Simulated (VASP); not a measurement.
# Ge (Imma) in VASP: a series of runs

The runs below take Ge through single point, with PBE, PBEsol.

All numbers are computed with VASP 6.6.1; they aren't measurements. Logs are shortened: lines on timing, memory, paths and dates and some standing lists are left out, and cuts for length are marked.

### 1 The cell of the first run

It takes space group Imma (No. 74, orthorhombic). The conventional cell has a = 4.992 Å, b = 5.302 Å, c = 2.874 Å, α = 90.00°, β = 90.00°, γ = 90.00°. Within 3.5 Å of Ge (site symmetry mm2) lie 8 Ge at 2.68 to 3.08 Å.

### 2 Single point, PBE

Contents of INCAR:

```
SYSTEM = Ge
PREC     = Accurate       ! precision mode
ENCUT    = 520            ! plane-wave cutoff, eV
EDIFF    = 1E-7           ! SCF threshold, eV
ISMEAR   = 0              ! smearing method
SIGMA    = 0.02           ! smearing width, eV
LREAL    = .False.        ! projectors in reciprocal space
LASPH    = .True.         ! aspherical terms in the spheres
NELM     = 60             ! most SCF steps
ALGO     = Normal         ! electronic algorithm
ISIF     = 2              ! what is computed and relaxed
LWAVE    = .False.        ! write WAVECAR
LCHARG   = .True.         ! write CHGCAR
GGA      = PE             ! functional
LELF     = .True.         ! ELF
LVHAR    = .True.       
NBANDS   = 21             ! bands
```

Contents of KPOINTS:

```
Automatic mesh
0
Gamma
  11 11 11
  0 0 0
```

Contents of POSCAR:

```
Ge
1.0
   -2.4958980000      2.6508630000      1.4369470000
    2.4958980000     -2.6508630000      1.4369470000
    2.4958980000      2.6508630000     -1.4369470000
Ge
2
Direct
    0.3140570000      0.0640570000      0.2500000000
    0.6859430000      0.9359430000      0.7500000000
```

Potentials or basis: VASP PAW PBE potentials, release 64 (Ge_d).

Run with:

```sh
$ cat potpaw_PBE.64/Ge_d/POTCAR > POTCAR
$ mpirun -np 1 vasp_std > vasp.out
```

OUTCAR:

```text
SYSTEM = Ge
   PREC = Accurate
   ENCUT = 520
   EDIFF = 1E-7
   ISMEAR = 0
   LREAL = .False.
   LASPH = .True.
   NELM = 60
   ISIF = 2
   GGA = PE

 ion  position               nearest neighbor table
   1  0.314  0.064  0.250-   2 2.68   2 2.68   2 2.72   2 2.72
   2  0.686  0.936  0.750-   1 2.68   1 2.68   1 2.72   1 2.72

  LATTYP: Found a body centered orthorhombic cell.
 ALAT       =     2.8738940000
 B/A-ratio  =     1.7369450648
 C/A-ratio  =     1.8447882907

  Lattice vectors:

 A1 = (   2.4958980000,  -2.6508630000,   1.4369470000)
 A2 = (  -2.4958980000,  -2.6508630000,  -1.4369470000)
 A3 = (   2.4958980000,   2.6508630000,  -1.4369470000)

Analysis of symmetry for initial positions (statically):
=====================================================================
 Subroutine PRICEL returns:
 Original cell was already a primitive cell.

 Routine SETGRP: Setting up the symmetry group for a
 body centered orthorhombic supercell.

 Subroutine GETGRP returns: Found  8 space group operations
 (whereof  4 operations were pure point group operations)
 out of a pool of  8 trial point group operations.

The static configuration has the point symmetry C_2h.
 The point group associated with its full space group is D_2h.

Analysis of symmetry for dynamics (positions and initial velocities):
=====================================================================
 Subroutine PRICEL returns:
 Original cell was already a primitive cell.

 Routine SETGRP: Setting up the symmetry group for a
 body centered orthorhombic supercell.

 Subroutine GETGRP returns: Found  8 space group operations
 (whereof  4 operations were pure point group operations)
 out of a pool of  8 trial point group operations.

The dynamic configuration has the point symmetry C_2h.
 The point group associated with its full space group is D_2h.

 Subroutine INISYM returns: Found  8 space group operations
 (whereof  4 operations are pure point group operations),
 and found     1 'primitive' translations

----------------------------------------------------------------------------------------

                                     Primitive cell

  volume of cell :      38.0290

  direct lattice vectors                    reciprocal lattice vectors
    -2.495898000  2.650863000  1.436947000     0.000000000  0.188617820  0.347959946
     2.495898000 -2.650863000  1.436947000     0.200328699  0.000000000  0.347959946
     2.495898000  2.650863000 -1.436947000     0.200328699  0.188617820  0.000000000

  length of vectors
     3.914255760  3.914255760  3.914255760     0.395793893  0.401506801  0.275151358

  position of ions in fractional coordinates (direct lattice)
     0.314057000  0.064057000  0.250000000
     0.685943000  0.935943000  0.750000000

  ion indices of the primitive-cell ions
   primitive index   ion index
                 1           1
                 2           2

----------------------------------------------------------------------------------------

 KPOINTS: Automatic mesh

Automatic generation of k-mesh.
 Grid dimensions read from file:
 generate k-points for:   11   11   11

 Generating k-lattice:

  Cartesian coordinates                     Fractional coordinates (reciprocal lattice)
     0.000000000  0.017147075  0.031632722     0.090909091 -0.000000000  0.000000000
     0.018211700  0.000000000  0.031632722    -0.000000000  0.090909091  0.000000000
     0.018211700  0.017147075  0.000000000     0.000000000  0.000000000  0.090909091

  Length of vectors
     0.035981263  0.036500618  0.025013760

  Shift w.r.t. Gamma in fractional coordinates (k-lattice)
     0.000000000  0.000000000  0.000000000

 Subroutine IBZKPT returns following result:
 ===========================================

 Found    216 irreducible k-points:

 Following reciprocal coordinates:
            Coordinates               Weight
  0.000000  0.000000  0.000000      1.000000
  0.090909  0.000000 -0.000000      4.000000
  0.181818  0.000000 -0.000000      4.000000
  0.272727  0.000000 -0.000000      4.000000
  0.363636  0.000000 -0.000000      4.000000
  0.454545  0.000000 -0.000000      4.000000
[... 16 lines left out ...]
  0.454545  0.181818 -0.000000      8.000000
 -0.454545  0.181818  0.000000      8.000000
 [... further k-points ...]
   k-points           NKPTS =    216   k-points in BZ     NKDIM =    216   number of bands    NBANDS=     21
   number of dos      NEDOS =    301   number of ions     NIONS =      2
   total plane-waves  NPLWV =  27000
   dimension x,y,z NGX =    30 NGY =   30 NGZ =   30
   dimension x,y,z NGXF=    60 NGYF=   60 NGZF=   60
   ions per type =               2
   NGX,Y,Z   is equivalent  to a cutoff of  12.74, 12.74, 12.74 a.u.
   NGXF,Y,Z  is equivalent  to a cutoff of  25.48, 25.48, 25.48 a.u.
 SYSTEM =  Ge
   PREC   = accura    normal or accurate (medium, high low for compatibility)
   ISTART =      0    job   : 0-new  1-cont  2-samecut
   ICHARG =      2    charge: 1-file 2-atom 10-const
   ISPIN  =      1    spin polarized calculation?
   LNONCOLLINEAR =      F non collinear calculations
   LSORBIT =      F    spin-orbit coupling
   LASPH  =      T    aspherical Exc in radial PAW
   ENCUT  =  520.0 eV  38.22 Ry    6.18 a.u.   7.28  7.28  7.28*2*pi/ulx,y,z
   NELM   =     60;   NELMIN=  2; NELMDL= -5     # of ELM steps
   EDIFF  = 0.1E-06   stopping-criterion for ELM
   LREAL  =      F    real-space projection
   EDIFFG = 0.1E-05   stopping-criterion for IOM
   NSW    =      0    number of steps for IOM
   IBRION =     -1    ionic relax: 0-MD 1-quasi-New 2-CG
   NFREE  =      0    steps in history (QN), initial steepest desc. (CG)
   ISIF   =      2    stress and relaxation
   ISYM   =      2    0-nonsym 1-usesym 2-fastsym
   POTIM  = 0.5000    time-step for ionic-motion
   TEBEG  =    0.0;   TEEND  =   0.0 temperature during run
   PSTRESS=    0.0 pullay stress
   NELECT =      28.0000    total number of electrons
   NUPDOWN=      -1.0000    fix difference up-down
   EMIN   =  10.00;   EMAX   =-10.00  energy-range for DOS
   EFERMI =   0.00;   METHOD = LEGACY
   ISMEAR =     0;   SIGMA  =   0.02  broadening in eV -4-tet -1-fermi 0-gaus
   EFERMI_NEDOS =   21; number of points for ismear=-14 and -15
   IALGO  =     38    algorithm
   IMIX   =      4    mixing-type and parameters
     AMIX     =   0.40;   BMIX     =  1.00
     AMIX_MAG =   1.60;   BMIX_MAG =  1.00
  volume/ion in A,a.u.               =      19.01       128.32
  Fermi-wavevector in a.u.,A,eV,Ry     =   1.478277  2.793539 29.732860  2.185304
  Thomas-Fermi vector in A             =   2.592578
   LORBIT       =      0    0 simple, 1 ext, 2 COOP (PROOUT), +10 PAW based schemes
   GGA     = PE    functional components
   LHFCALC =     F    Hartree Fock is set to
   AEXX    =    0.0000 exact exchange contribution
   IVDW    =     0    specifies the selected vdW correction
   LEPSILON=     F    determine dielectric tensor
   LRPA    =     F    only Hartree local field effects (RPA)
 non-spin polarized calculation
 Gauss-broadening in eV      SIGMA  =   0.02
  energy-cutoff  :      520.00
  volume of cell :       38.03
 maximum number of plane-waves:      1044
 NGX is ok and might be reduce to    30
   NGX = 15   NGY = 15   NGZ = 15

 number of electron      28.0000014 magnetization

 Free energy of the ion-electron system (eV)
  ---------------------------------------------------
  ext. energy  EPLUGINS =         0.00000000
  ---------------------------------------------------
  free energy    TOTEN  =        -8.55786422 eV

  energy without entropy =       -8.55758794  energy(sigma->0) =       -8.55772608

 E-fermi :   6.5555     XC(G=0): -11.1900

 val. band max:        6.5552061466   @ k =   0.4545   0.1818  -0.0000
 cond. band min:       6.5575360105   @ k =   0.4545   0.4545  -0.0000
 fundamental gap:      0.0023298638
 Fermi energy:         6.5555351737

 k-point     1 :       0.0000    0.0000    0.0000
  band No.  band energies     occupation
      1     -18.2232      2.00000
      2     -18.1475      2.00000
      3     -18.1452      2.00000
      4     -18.1411      2.00000
      5     -18.1088      2.00000
      6     -18.0726      2.00000
[... 13 lines left out ...]
     20      17.2446      0.00000
     21      19.1765      0.00000

 k-point     2 :       0.0909    0.0000   -0.0000
  band No.  band energies     occupation
      1     -18.2170      2.00000
      2     -18.1412      2.00000
      3     -18.1371      2.00000
      4     -18.1335      2.00000
      5     -18.1105      2.00000
      6     -18.0750      2.00000
[... 13 lines left out ...]
     20      17.4964      0.00000
     21      18.4991      0.00000

 k-point     3 :       0.1818    0.0000   -0.0000
  band No.  band energies     occupation
      1     -18.1999      2.00000
      2     -18.1264      2.00000
      3     -18.1215      2.00000
      4     -18.1140      2.00000
      5     -18.1059      2.00000
      6     -18.0792      2.00000
[... 13 lines left out ...]
     20      15.7126      0.00000
     21      18.6432      0.00000

 k-point     4 :       0.2727    0.0000   -0.0000
  band No.  band energies     occupation
      1     -18.1763      2.00000
      2     -18.1210      2.00000
      3     -18.1069      2.00000
      4     -18.1031      2.00000
      5     -18.0740      2.00000
      6     -18.0714      2.00000
[... 13 lines left out ...]
     20      14.5365      0.00000
     21      19.2467      0.00000

 k-point     5 :       0.3636    0.0000   -0.0000
  band No.  band energies     occupation
      1     -18.1519      2.00000
      2     -18.1210      2.00000
      3     -18.0968      2.00000
      4     -18.0919      2.00000
      5     -18.0758      2.00000
      6     -18.0752      2.00000
[... 13 lines left out ...]
     20      15.0714      0.00000
     21      20.3874      0.00000

 k-point     6 :       0.4545    0.0000   -0.0000
  band No.  band energies     occupation
      1     -18.1320      2.00000
      2     -18.1154      2.00000
      3     -18.1020      2.00000
      4     -18.0988      2.00000
      5     -18.0864      2.00000
      6     -18.0701      2.00000
[... 13 lines left out ...]
     20      17.5556      0.00000
     21      18.2011      0.00000

 k-point     7 :       0.0000    0.0909   -0.0000
  band No.  band energies     occupation
      1     -18.2189      2.00000
      2     -18.1420      2.00000
      3     -18.1374      2.00000
      4     -18.1373      2.00000
      5     -18.1047      2.00000
      6     -18.0767      2.00000
[... 13 lines left out ...]
     20      17.5494      0.00000
     21      17.6540      0.00000
[... 291 lines left out ...]
      1     -18.1860      2.00000
      2     -18.1258      2.00000
      3     -18.1168      2.00000
      4     -18.1063      2.00000
      5     -18.0868      2.00000
      6     -18.0506      2.00000
[... 13 lines left out ...]
     20      14.7752      0.00000
     21      17.2487      0.00000

 k-point    21 :       0.2727    0.1818   -0.0000
  band No.  band energies     occupation
      1     -18.1720      2.00000
      2     -18.1239      2.00000
      3     -18.1219      2.00000
      4     -18.0957      2.00000
      5     -18.0727      2.00000
      6     -18.0664      2.00000
[... 13 lines left out ...]
     20      16.5910      0.00000
     21      18.5574      0.00000

 k-point    22 :       0.3636    0.1818   -0.0000
  band No.  band energies     occupation
      1     -18.1571      2.00000
      2     -18.1299      2.00000
      3     -18.1147      2.00000
      4     -18.0829      2.00000
      5     -18.0779      2.00000
      6     -18.0532      2.00000
[... 13 lines left out ...]
     20      17.5635      0.00000
     21      18.7901      0.00000

 k-point    23 :       0.4545    0.1818   -0.0000
  band No.  band energies     occupation
      1     -18.1497      2.00000
      2     -18.1225      2.00000
      3     -18.1031      2.00000
      4     -18.0957      2.00000
      5     -18.0726      2.00000
      6     -18.0483      2.00000
[... 13 lines left out ...]
     20      17.3571      0.00000
     21      18.4926      0.00000

 k-point    24 :      -0.4545    0.1818    0.0000
  band No.  band energies     occupation
      1     -18.1522      2.00000
      2     -18.1180      2.00000
      3     -18.1082      2.00000
      4     -18.0917      2.00000
      5     -18.0839      2.00000
      6     -18.0503      2.00000
[... 13 lines left out ...]
     20      17.3667      0.00000
     21      17.5510      0.00000

 [... further k-points ...]

------------------------ aborting loop because EDIFF is reached ----------------------------------------

  FORCE on cell =-STRESS in cart. coord.  units (eV):
  Direction    XX          YY          ZZ          XY          YZ          ZX
  --------------------------------------------------------------------------------------
  -------------------------------------------------------------------------------------
  Total        0.6011449     -0.0464165      0.2511360      0.0000000     -0.0000000      0.0000000
  in kB       25.3264829     -1.9555443     10.5804636      0.0000000     -0.0000000      0.0000000
  external PRESSURE =      11.3171340 kB  Pullay stress =       0.0000000 kB

 VOLUME and BASIS-vectors are now :
 -----------------------------------------------------------------------------
  energy-cutoff  :      520.00
  volume of cell :       38.03
      direct lattice vectors                 reciprocal lattice vectors
    -2.495898000  2.650863000  1.436947000     0.000000000  0.188617820  0.347959946
     2.495898000 -2.650863000  1.436947000     0.200328699  0.000000000  0.347959946
     2.495898000  2.650863000 -1.436947000     0.200328699  0.188617820  0.000000000

 POSITION                                       TOTAL-FORCE (eV/Angst)
 -----------------------------------------------------------------------------------
      0.00000      1.32543      0.18409        -0.000000      0.000000      0.062319
      2.49590      1.32543      1.25285         0.000000     -0.000000     -0.062319
 -----------------------------------------------------------------------------------
    total drift:                               -0.000000     -0.000000      0.000000

  FREE ENERGIE OF THE ION-ELECTRON SYSTEM (eV)
  ---------------------------------------------------
  free  energy   TOTEN  =        -8.5578642180 eV

  energy  without entropy=       -8.5575879375  energy(sigma->0) =       -8.55772608
```

Run time: 2.3 min. Hardware: 1 thread of Intel Xeon 6975P-C (Granite Rapids), shared host; peak memory 0.27 GiB.

Results:

| Item | Value |
| --- | --- |
| Free energy | -8.5579 eV |
| Pressure | 1.1 GPa |
| Largest force | 0.062 eV/Å |
| Band gap on the k mesh | zero (band 14 reaches 8.62 eV, above the bottom of band 15 at 3.41 eV) |

Forces on the atoms (eV/Å):
```
Ge   0.000  0.000  0.062
Ge   0.000  0.000 -0.062
```

Levels at points of the mesh, in eV from the Fermi level:
| k point | band 11 | band 12 | band 13 | band 14 | band 15 | band 16 | band 17 | band 18 |
| --- | --- | --- | --- | --- | --- | --- | --- | --- |
| (0.00, 0.00, 0.00) | -13.12 | -3.84 | -2.37 | -1.93 | 3.45 | 6.93 | 7.15 | 7.87 |

### 3 Single point, PBE

Contents of INCAR:

```
SYSTEM = Ge
  PREC = Accurate
  ENCUT = 520
  EDIFF = 1E-6
  ISMEAR = 0
  SIGMA = 0.1
  LREAL = .False.
  LASPH = .True.
  NELM = 100
  ALGO = Normal
  ISIF = 2
  LWAVE = .False.
  LCHARG = .False.
  GGA = PE
  NBANDS = 21
```

KPOINTS is that of step 2.

POSCAR is that of step 2.

Potentials or basis: VASP PAW PBE potentials, release 64 (Ge_d).

Run with:

```sh
$ cat potpaw_PBE.64/Ge_d/POTCAR > POTCAR
$ mpirun -np 1 vasp_std > vasp.out
```

Wall time 2.3 min (1 thread of Intel Xeon 6975P-C (Granite Rapids), shared host); peak memory 0.26 GiB.

Results (log left out):

```
Free energy            : -8.5598 eV
Pressure               : 1.0 GPa
Largest force          : 0.059 eV/Å
Band gap on the k mesh : zero (band 14 reaches 8.62 eV, above the bottom of band 15 at 3.41 eV)
```

Forces in eV/Å, atoms in the order of the input:
```
Ge   0.000  0.000  0.059
Ge   0.000  0.000 -0.059
```

Stress tensor (GPa, compression positive):
```
2.26 0.00 0.00
0.00 0.09 0.00
0.00 0.00 0.69
```

Levels at points of the mesh, in eV from the Fermi level:
```tsv
k point	band 12	band 13	band 14	band 15	band 16	band 17
(0.00, 0.00, 0.00)	-3.84	-2.37	-1.92	3.45	6.93	7.16
```

### 4 Single point, PBE

Contents of INCAR:

```
PREC = Accurate
ENCUT = 520
EDIFF = 1E-6
ISMEAR = -1
SIGMA = 0.05
LREAL = F
LASPH = T
NELM = 60
ALGO = Normal
ISIF = 2
LWAVE = F
LCHARG = F
GGA = PE
NBANDS = 21
```

Contents of KPOINTS:

```
Automatic mesh
0
Gamma
  11 11 11
```

POSCAR is that of step 3.

Run with:

```sh
$ cat potpaw_PBE.64/Ge_d/POTCAR > POTCAR
$ mpirun -np 1 vasp_std > vasp.out
```

Run time: 60 s. Hardware: 1 thread of Intel Xeon 6975P-C (Granite Rapids), shared host; peak memory 0.26 GiB.

Results (log left out):

```
Free energy            : -8.5611 eV
Pressure               : 1.0 GPa
Largest force          : 0.057 eV/Å
Band gap on the k mesh : zero (band 14 reaches 8.62 eV, above the bottom of band 15 at 3.41 eV)
```

Forces in eV/Å, atoms in the order of the input:
```
Ge   0.000  0.000  0.057
Ge   0.000  0.000 -0.057
```

Stress tensor (GPa, compression positive):
```
2.23 0.00 0.00
0.00 0.16 0.00
0.00 0.00 0.69
```

Levels at points of the mesh, in eV from the Fermi level:
```tsv
k point	band 12	band 13	band 14	band 15	band 16	band 17
(0.00, 0.00, 0.00)	-3.84	-2.37	-1.92	3.45	6.93	7.16
```

### 5 Single point, PBEsol

This run uses another cell than the first one, of 19.39 Å³/atom, 1.020 times its volume.

Contents of INCAR:

```
SYSTEM = Ge
  PREC = Accurate
  ENCUT = 520
  EDIFF = 1E-7
  ISMEAR = -1
  SIGMA = 0.05
  LREAL = .FALSE.
  LASPH = .TRUE.
  NELM = 100
  ALGO = Normal
  ISIF = 2
  LWAVE = .FALSE.
  LCHARG = .FALSE.
  GGA = PS
  NBANDS = 21
```

Contents of KPOINTS:

```
regular mesh
0
G
  11 11 11
  0 0 0
```

Contents of POSCAR:

```
Ge
1.0
   -2.5124276075      2.6684188957      1.4464634826
    2.5124276075     -2.6684188957      1.4464634826
    2.5124276075      2.6684188957     -1.4464634826
Ge
2
Direct
    0.3140570000      0.0640570000      0.2500000000
    0.6859430000      0.9359430000      0.7500000000
```

Run with:

```sh
$ cat potpaw_PBE.64/Ge_d/POTCAR > POTCAR
$ mpirun -np 1 vasp_std > vasp.out
```

It took 3.5 min on 1 thread of Intel Xeon Platinum 8375C at 2.90GHz (Ice Lake), shared host; peak memory 0.27 GiB.

It converged, with:

* Free energy: -9.4996 eV
* Pressure: -3.8 GPa
* Largest force: 0.061 eV/Å
* Band gap on the k mesh: zero (band 14 reaches 8.19 eV, above the bottom of band 15 at 3.12 eV)

Forces on the atoms (eV/Å):
```
Ge   0.000  0.000  0.061
Ge   0.000  0.000 -0.061
```

Stress tensor (GPa, compression positive):
```
-2.73  0.00  0.00
 0.00 -4.63  0.00
 0.00  0.00 -4.10
```

Levels at points of the mesh, in eV from the Fermi level:
| k point | band 12 | band 13 | band 14 | band 15 | band 16 | band 17 |
| --- | --- | --- | --- | --- | --- | --- |
| (0.00, 0.00, 0.00) | -3.90 | -2.30 | -1.86 | 3.46 | 6.82 | 7.02 |

Caveat: the PAW data sets were made with another functional, which shifts forces and pressure a little.

(Continued in part 2 of 2.)
